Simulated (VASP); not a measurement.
# Zr (Im-3m) in VASP: a series of runs, part 2 of 2

VASP 6.6.1. Earlier steps stand in the parts before.

## (3) Single point, BLYP (21.84 Å³/atom)

This run uses another cell than the first one, of 21.84 Å³/atom.

File INCAR:

```
SYSTEM = Zr
PREC     = Accurate       ! precision mode
ENCUT    = 520            ! plane-wave cutoff, eV
EDIFF    = 1E-6           ! SCF threshold, eV
ISMEAR   = -1             ! smearing method
SIGMA    = 0.1            ! smearing width, eV
LREAL    = .FALSE.        ! projectors in reciprocal space
LASPH    = .TRUE.         ! aspherical terms in the spheres
NELM     = 80             ! most SCF steps
ALGO     = Normal         ! electronic algorithm
ISIF     = 2              ! what is computed and relaxed
LWAVE    = .FALSE.        ! write WAVECAR
LCHARG   = .FALSE.        ! write CHGCAR
GGA      = B5             ! functional
ALDAX    = 1.0          
AGGAX    = 1.0          
AGGAC    = 1.0          
ALDAC    = 0.0          
NBANDS   = 12             ! bands
```

File KPOINTS:

```
Automatic mesh
0
G
  14 14 14
  0 0 0
```

File POSCAR:

```
Zr
1.0
   -1.7609515111      1.7609515111      1.7609515111
    1.7609515111     -1.7609515111      1.7609515111
    1.7609515111      1.7609515111     -1.7609515111
Zr
1
Direct
    0.0000000000      0.0000000000      0.0000000000
```

Potentials or basis: VASP PAW PBE potentials, release 64 (Zr_sv).

On the command line:

```bash
cat potpaw_PBE.64/Zr_sv/POTCAR > POTCAR
mpirun -np 1 vasp_std > vasp.out
```

OUTCAR:

```text
SYSTEM = Zr
   PREC = Accurate
   ENCUT = 520
   EDIFF = 1E-6
   ISMEAR = -1
   LREAL = .FALSE.
   LASPH = .TRUE.
   NELM = 80
   ISIF = 2
   GGA = B5

 ion  position               nearest neighbor table
   1  0.000  0.000  0.000-

  LATTYP: Found a body centered cubic cell.
 ALAT       =     3.5219030222

  Lattice vectors:

 A1 = (  -1.7609515111,   1.7609515111,   1.7609515111)
 A2 = (   1.7609515111,  -1.7609515111,   1.7609515111)
 A3 = (   1.7609515111,   1.7609515111,  -1.7609515111)

Analysis of symmetry for initial positions (statically):
[... 528 lines left out ...]
      5       8.4689      2.00000
      6       9.4152      1.99120
      7       9.9153      1.20713
      8      13.8521      0.00000
      9      14.3022      0.00000
     10      19.0791      0.00000
     11      19.5415      0.00000
     12      21.0657      0.00000

 [... further k-points ...]
[... 5 lines left out ...]
  --------------------------------------------------------------------------------------
  -------------------------------------------------------------------------------------
  Total        1.0731110      1.0731110      1.0731110     -0.0000000     -0.0000000      0.0000000
  in kB       78.7141919     78.7141919     78.7141919     -0.0000000     -0.0000000      0.0000000
  external PRESSURE =      78.7141919 kB  Pullay stress =       0.0000000 kB

 VOLUME and BASIS-vectors are now :
 -----------------------------------------------------------------------------
  energy-cutoff  :      520.00
  volume of cell :       21.84
      direct lattice vectors                 reciprocal lattice vectors
    -1.760951511  1.760951511  1.760951511     0.000000000  0.283937404  0.283937404
     1.760951511 -1.760951511  1.760951511     0.283937404  0.000000000  0.283937404
     1.760951511  1.760951511 -1.760951511     0.283937404  0.283937404  0.000000000

 POSITION                                       TOTAL-FORCE (eV/Angst)
 -----------------------------------------------------------------------------------
      0.00000      0.00000      0.00000        -0.000000      0.000000      0.000000
 -----------------------------------------------------------------------------------
    total drift:                                0.000000      0.000000     -0.000000

  FREE ENERGIE OF THE ION-ELECTRON SYSTEM (eV)
  ---------------------------------------------------
  free  energy   TOTEN  =        -7.2356118121 eV

  energy  without entropy=       -7.1812808906  energy(sigma->0) =       -7.20844635
```

OSZICAR:

```text
N       E                     dE             d eps       ncg     rms          rms(c)
DAV:   1     0.894128969484E+02    0.89413E+02   -0.69072E+03  2512   0.100E+03
DAV:   2    -0.434489924341E+01   -0.93758E+02   -0.91050E+02  2868   0.273E+02
DAV:   3    -0.740450452092E+01   -0.30596E+01   -0.30150E+01  3688   0.416E+01
DAV:   4    -0.746864012482E+01   -0.64136E-01   -0.64109E-01  2936   0.561E+00
DAV:   5    -0.746997379584E+01   -0.13337E-02   -0.13337E-02  3552   0.583E-01    0.114E+01
DAV:   6    -0.726343696654E+01    0.20654E+00   -0.29058E-01  2688   0.500E+00    0.476E+00
DAV:   7    -0.723250853984E+01    0.30928E-01   -0.14337E-01  3096   0.337E+00    0.662E-01
DAV:   8    -0.723560492407E+01   -0.30964E-02   -0.94296E-03  2944   0.113E+00    0.326E-02
DAV:   9    -0.723561262871E+01   -0.77046E-05   -0.26171E-04  3152   0.132E-01    0.301E-02
DAV:  10    -0.723561378586E+01   -0.11572E-05   -0.16523E-05  2792   0.415E-02    0.866E-03
DAV:  11    -0.723561165995E+01    0.21259E-05   -0.44213E-06  3544   0.179E-02    0.577E-03
DAV:  12    -0.723561181209E+01   -0.15214E-06   -0.12403E-07  1484   0.427E-03
   1 F= -.72356118E+01 E0= -.72084464E+01  d E =-.543309E-01
```

It took 36 s on 1 thread of Intel Xeon 8259CL, shared host; peak memory 0.15 GiB.

What came out:

| Quantity | Value |
| --- | --- |
| Free energy | -7.2356 eV |
| Pressure | 7.9 GPa |
| Band gap on the k mesh | zero (bands 6 and 7 overlap by 1.69 eV) |

Levels at points of the mesh, in eV from the Fermi level:
| k point | band 3 | band 4 | band 5 | band 6 | band 7 | band 8 | band 9 | band 10 |
| --- | --- | --- | --- | --- | --- | --- | --- | --- |
| (0.00, 0.00, 0.00) | -25.83 | -25.83 | -5.30 | 1.07 | 1.07 | 1.07 | 3.70 | 3.70 |
| (0.50, 0.00, 0.00) | -26.20 | -25.84 | -2.92 | -0.83 | 2.07 | 3.71 | 4.41 | 6.65 |
| (0.50, 0.50, 0.50) | -26.63 | -26.63 | -2.79 | -2.79 | 5.91 | 5.91 | 5.91 | 8.06 |

Caveat: the cell stands under pressure; the PAW data sets were made with another functional, which shifts forces and pressure a little.

## (4) Single point, BLYP (22.79 Å³/atom)

This run uses another cell than the first one, of 22.79 Å³/atom.

File INCAR:

```
PREC = Accurate
ENCUT = 520
EDIFF = 1E-6
ISMEAR = -1
SIGMA = 0.1
LREAL = F
LASPH = T
NELM = 100
ALGO = Normal
ISIF = 2
LWAVE = F
LCHARG = T
GGA = B5
ALDAX = 1.0
AGGAX = 1.0
AGGAC = 1.0
ALDAC = 0.0
LELF = T
LVHAR = T
NBANDS = 12
```

File KPOINTS:

```
regular mesh
0
Gamma
  14 14 14
```

File POSCAR:

```
Zr
1.0
   -1.7861113605      1.7861113605      1.7861113605
    1.7861113605     -1.7861113605      1.7861113605
    1.7861113605      1.7861113605     -1.7861113605
Zr
1
Direct
    0.0000000000      0.0000000000      0.0000000000
```

On the command line:

```bash
cat potpaw_PBE.64/Zr_sv/POTCAR > POTCAR
mpirun -np 1 vasp_std > vasp.out
```

It took 30 s on 1 thread of Intel Xeon 8259CL, shared host; peak memory 0.15 GiB.

It converged, with:

* Free energy: -7.2694 eV
* Pressure: 3.6 GPa
* Band gap on the k mesh: zero (bands 6 and 7 overlap by 1.65 eV)

Levels at points of the mesh, in eV from the Fermi level:
```csv
k point,band 4,band 5,band 6,band 7,band 8,band 9
"(0.00, 0.00, 0.00)",-25.97,-5.25,1.04,1.04,1.04,3.56
"(0.50, 0.00, 0.00)",-25.98,-2.80,-0.75,1.87,3.55,4.21
"(0.50, 0.50, 0.50)",-26.68,-2.61,-2.61,5.63,5.63,5.63
```

Caveat: the cell stands under pressure; the PAW data sets were made with another functional, which shifts forces and pressure a little.

## (5) Single point, BLYP (23.74 Å³/atom)

This run uses another cell than the first one, of 23.74 Å³/atom.

File INCAR:

```
SYSTEM = Zr
  PREC = Accurate
  ENCUT = 520
  EDIFF = 1E-6
  ISMEAR = -1
  SIGMA = 0.1
  LREAL = .False.
  LASPH = .True.
  NELM = 80
  ALGO = Normal
  ISIF = 2
  LWAVE = .False.
  LCHARG = .False.
  GGA = B5
  ALDAX = 1.0
  AGGAX = 1.0
  AGGAC = 1.0
  ALDAC = 0.0
  NBANDS = 12
```

File KPOINTS:

```
Automatic mesh
0
Gamma
  14 14 14
  0 0 0
```

File POSCAR:

```
Zr
1.0
   -1.8105816802      1.8105816802      1.8105816802
    1.8105816802     -1.8105816802      1.8105816802
    1.8105816802      1.8105816802     -1.8105816802
Zr
1
Direct
    0.0000000000      0.0000000000      0.0000000000
```

On the command line:

```bash
cat potpaw_PBE.64/Zr_sv/POTCAR > POTCAR
mpirun -np 1 vasp_std > vasp.out
```

Run time: 25 s. Hardware: 1 thread of Intel Xeon 8259CL, shared host; peak memory 0.15 GiB.

Results (log left out):

```
Free energy            : -7.2799 eV
Pressure               : 0.0 GPa
Band gap on the k mesh : zero (bands 6 and 7 overlap by 1.60 eV)
```

Levels at points of the mesh, in eV from the Fermi level:
| k point | band 2 | band 3 | band 4 | band 5 | band 6 | band 7 | band 8 | band 9 | band 10 | band 11 |
| --- | --- | --- | --- | --- | --- | --- | --- | --- | --- | --- |
| (0.00, 0.00, 0.00) | -26.11 | -26.11 | -26.11 | -5.19 | 1.02 | 1.02 | 1.02 | 3.42 | 3.42 | 12.46 |
| (0.50, 0.00, 0.00) | -27.01 | -26.40 | -26.12 | -2.69 | -0.68 | 1.70 | 3.39 | 4.03 | 6.01 | 9.92 |
| (0.50, 0.50, 0.50) | -26.73 | -26.73 | -26.73 | -2.44 | -2.44 | 5.36 | 5.36 | 5.36 | 7.40 | 7.40 |

Caveat: the PAW data sets were made with another functional, which shifts forces and pressure a little.

## (6) Single point, BLYP (24.69 Å³/atom)

This run uses another cell than the first one, of 24.69 Å³/atom.

File INCAR:

```
SYSTEM = Zr
PREC     = Accurate       ! precision mode
ENCUT    = 520            ! plane-wave cutoff, eV
EDIFF    = 1E-6           ! SCF threshold, eV
ISMEAR   = -1             ! smearing method
SIGMA    = 0.1            ! smearing width, eV
LREAL    = .FALSE.        ! projectors in reciprocal space
LASPH    = .TRUE.         ! aspherical terms in the spheres
NELM     = 60             ! most SCF steps
ALGO     = Normal         ! electronic algorithm
ISIF     = 2              ! what is computed and relaxed
LWAVE    = .FALSE.        ! write WAVECAR
LCHARG   = .FALSE.        ! write CHGCAR
GGA      = B5             ! functional
ALDAX    = 1.0          
AGGAX    = 1.0          
AGGAC    = 1.0          
ALDAC    = 0.0          
NBANDS   = 12             ! bands
```

File KPOINTS:

```
regular mesh
0
G
  14 14 14
  0 0 0
```

File POSCAR:

```
Zr
1.0
   -1.8344078557      1.8344078557      1.8344078557
    1.8344078557     -1.8344078557      1.8344078557
    1.8344078557      1.8344078557     -1.8344078557
Zr
1
Direct
    0.0000000000      0.0000000000      0.0000000000
```

Potentials or basis: VASP PAW PBE potentials, release 64 (Zr_sv).

On the command line:

```bash
cat potpaw_PBE.64/Zr_sv/POTCAR > POTCAR
mpirun -np 1 vasp_std > vasp.out
```

Wall time 40 s (1 thread of Intel Xeon 8259CL, shared host); peak memory 0.15 GiB.

It converged, with:

* Free energy: -7.2709 eV
* Pressure: -3.0 GPa
* Band gap on the k mesh: zero (bands 6 and 7 overlap by 1.56 eV)

Levels at points of the mesh, in eV from the Fermi level:
| k point | band 4 | band 5 | band 6 | band 7 | band 8 | band 9 |
| --- | --- | --- | --- | --- | --- | --- |
| (0.00, 0.00, 0.00) | -26.24 | -5.13 | 0.99 | 0.99 | 0.99 | 3.30 |
| (0.50, 0.00, 0.00) | -26.24 | -2.59 | -0.62 | 1.55 | 3.25 | 3.85 |
| (0.50, 0.50, 0.50) | -26.79 | -2.29 | -2.29 | 5.12 | 5.12 | 5.12 |

Caveat: the cell stands under tension; the PAW data sets were made with another functional, which shifts forces and pressure a little.

## (7) The runs side by side

| cell | gap on the mesh (eV) | pressure (GPa) |
| --- | --- | --- |
| a = 3.005 Å, angles 109.5°, 1 atom | none | 13.0 |
| a = 3.050 Å, angles 109.5°, 1 atom | none | 7.9 |
| a = 3.094 Å, angles 109.5°, 1 atom | none | 3.6 |
| a = 3.136 Å, angles 109.5°, 1 atom | none | 0.0 |
| a = 3.177 Å, angles 109.5°, 1 atom | none | -3.0 |

Alike in all rows: task single point; level BLYP; potentials or basis VASP PAW PBE potentials, release 64 (Zr_sv); no spin polarisation; k mesh 14 × 14 × 14; cutoff (eV) 520; smearing fermi-dirac 0.1 eV.

Caveats: the PAW data sets were made with another functional, which shifts forces and pressure a little; the cell stands under pressure (at least some runs); the cell stands under tension (at least some runs).

Total energies depend on the potentials used, so only differences within one code and one set of settings carry meaning.
